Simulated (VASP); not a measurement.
Input of a VASP 6.6.1 run:

INCAR

```
SYSTEM = GaN
PREC = Accurate
ENCUT = 600
EDIFF = 1E-7
ISMEAR = -1
SIGMA = 0.05
LREAL = .FALSE.
LASPH = .TRUE.
NELM = 60
ALGO = Normal
ISIF = 3
LWAVE = .FALSE.
LCHARG = .FALSE.
GGA = PS
IBRION = 2
NSW = 60
EDIFFG = -0.01
```

Contents of KPOINTS:

```
regular mesh
0
G
  11 11 11
  0 0 0
```

The input POSCAR:

```
GaN
1.0
    0.0000000000      2.1352350000      2.1352350000
    2.1352350000      0.0000000000      2.1352350000
    2.1352350000      2.1352350000      0.0000000000
Ga N
1 1
Direct
    0.0000000000      0.0000000000      0.0000000000
    0.5000000000      0.5000000000      0.5000000000
```

Potentials or basis: VASP PAW PBE potentials, release 64 (Ga_d, N).

Command:

```console
$ cat potpaw_PBE.64/Ga_d/POTCAR potpaw_PBE.64/N/POTCAR > POTCAR
$ mpirun -np 1 vasp_std > vasp.out
```

**Question.** What does it give for the relaxed cell?

**Answer.** a = 2.985 Å, b = 2.985 Å, c = 2.985 Å, α = 60.00°, β = 60.00°, γ = 60.00°.

**Question.** Predict the space group after relaxing (to 0.05 Å).

**Answer.** Fm-3m (No. 225).

**Question.** Estimate the band gap on the k mesh.

**Answer.** 0.68 eV, indirect (least direct gap 2.80 eV).

**Question.** What does it give for the relaxed volume?

**Answer.** 9.40 Å³/atom.

Final structure:
```
Ga N
1.0
     0.00000    2.11079    2.11079
     2.11079    0.00000    2.11079
     2.11079    2.11079    0.00000
Ga N
1 1
Direct
  0.00000 0.00000 0.00000
  0.50000 0.50000 0.50000
```

Caveat: the PAW data sets were made with another functional, which shifts forces and pressure a little. A k mesh can miss the band edges.
